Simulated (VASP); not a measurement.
Input of a VASP 6.6.1 run:

Contents of INCAR:

```
PREC = Accurate
ENCUT = 520
EDIFF = 1E-6
ISMEAR = 0
SIGMA = 0.1
LREAL = F
LASPH = T
NELM = 60
ALGO = Normal
ISIF = 2
LWAVE = F
LCHARG = F
GGA = PE
NBANDS = 18
```

Contents of KPOINTS:

```
regular mesh
0
Gamma
  4 4 4
```

Contents of POSCAR:

```
Al4Cl
1.0
    5.0730665043      0.0000000000      0.0000000000
    0.0000000000      5.0730665043      0.0000000000
    0.0000000000      0.0000000000      5.0730665043
Al Cl
4 1
Direct
    0.5000000000      0.5000000000      0.5000000000
    0.0000000000      0.5000000000      0.5000000000
    0.5000000000      0.0000000000      0.5000000000
    0.5000000000      0.5000000000      0.0000000000
    0.0000000000      0.0000000000      0.0000000000
```

Potentials or basis: VASP PAW PBE potentials, release 64 (Al, Cl).

Command:

```console
$ cat potpaw_PBE.64/Al/POTCAR potpaw_PBE.64/Cl/POTCAR > POTCAR
$ mpirun -np 1 vasp_std > vasp.out
```

Q: Predict the pressure.

A: 0.1 GPa.

Caveat: an odd number of electrons without spin polarisation forces a metal; a magnetic or distorted state may lie lower.
